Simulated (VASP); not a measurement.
Be, 2 atoms in the cell. It takes space group P6_3/mmc (No. 194, hexagonal). The conventional cell has a = 2.285 Å, b = 2.285 Å, c = 3.584 Å, α = 90.00°, β = 90.00°, γ = 120.00°. Within 2.9 Å of Be (site symmetry -6m2) lie 12 Be at 2.23 to 2.29 Å. 

- Program: VASP 6.6.1
- Task: relaxation of cell and atoms
- Functional: r2SCAN
- Potentials or basis: VASP PAW PBE potentials, release 64 (Be)
- Cutoff: 600 eV
- k mesh: 20 × 20 × 11
- Occupations: fermi-dirac, width 0.1 eV
- Spin: no spin polarisation
- Dipole correction: no
- Further INCAR settings: ALGO = Normal; EDIFF = 1e-07; IBRION = 2; EDIFFG = -0.01; NSW = 60; ISIF = 3

Potentials or basis: VASP PAW PBE potentials, release 64 (Be).

Launch:

```bash
$ cat potpaw_PBE.64/Be/POTCAR > POTCAR
$ cp INCAR.step1 INCAR
$ mpirun -np 1 vasp_std > vasp.out
$ cp INCAR.step2 INCAR
$ mpirun -np 1 vasp_std > vasp.out
```

Hardware: 1 thread of Oxide Virtual Turin-like Processor, on a shared host.

Q: How long does it take, and how much memory?

A: It took 6.2 min on 1 thread of Oxide Virtual Turin-like Processor, with other jobs on the host, peak memory 0.11 GiB. Counts: k points 264, ion steps 5.
